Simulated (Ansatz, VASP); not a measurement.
# One calculation of TiO2, two programs

Contents of INCAR:

```
SYSTEM = TiO2
ALGO = Normal
EDIFF = 1E-6
ENCUT = 520
GGA = PE
ISIF = 2
ISMEAR = -1
LASPH = .True.
LCHARG = .False.
LREAL = .False.
LWAVE = .False.
NBANDS = 33
NELM = 80
PREC = Accurate
SIGMA = 0.02
```

File KPOINTS:

```
k-points
0
Gamma
  6 6 9
  0 0 0
```

File POSCAR:

```
TiO2
1.0
    4.5998373239      0.0000000000      0.0000000000
    0.0000000000      4.5998373239      0.0000000000
    0.0000000000      0.0000000000      2.9592135600
Ti O
2 4
Direct
    0.0000000000      0.0000000000      0.5000000000
    0.5000000000      0.5000000000      0.0000000000
    0.3043213200      0.3043213200      0.4966207238
    0.1956786800      0.8043213200      0.0000000000
    0.8043213200      0.1956786800      0.0000000000
    0.6956786800      0.6956786800      0.5000000000
```

Input for Ansatz:

```yaml
crystal:
  lattice:
    - [4.5998373239, 0.0, 0.0]
    - [0.0, 4.5998373239, 0.0]
    - [0.0, 0.0, 2.95921356]
  atoms:
    - { symbol: Ti, position: [0.0, 0.0, 0.5] }
    - { symbol: Ti, position: [0.5, 0.5, 0.0] }
    - { symbol: O, position: [0.30432132, 0.30432132, 0.4966207238] }
    - { symbol: O, position: [0.19567868, 0.80432132, 0.0] }
    - { symbol: O, position: [0.80432132, 0.19567868, 0.0] }
    - { symbol: O, position: [0.69567868, 0.69567868, 0.5] }
hamiltonian:
  xc: pbe
  pseudopotentials: { kind: paw }
kpoints:
  mp_grid: { grid: [6, 6, 9] }
scf:
  occupations: { method: fermi_dirac, width: 0.02 }
  convergence: { dr2_threshold: 1.0e-11 }
basis:
  ecutwfc: 600
output:
  forces: true
```

Alike in both runs: task single point; functional PBE; k mesh 6 × 6 × 9; occupations fermi-dirac, width 0.02 eV; no spin polarisation.

|  | VASP | Ansatz |
| --- | --- | --- |
| version | VASP 6.6.1 | Ansatz 0.2.0 |
| potentials or method | VASP PAW PBE potentials, release 64 (Ti_sv, O), cutoff 520 eV | scalar-relativistic, plane waves, PAW |
| valence electrons in the cell | 48 | 48 |

Ansatz gave:

| Quantity | Value |
| --- | --- |
| rms of the force components (eV/Å) | 0.022 |

Task: Estimate VASP's values.

Result: rms of the force components (eV/Å): 0.024.

Atom by atom the forces differ by 0.012 eV/Å (rms over components).
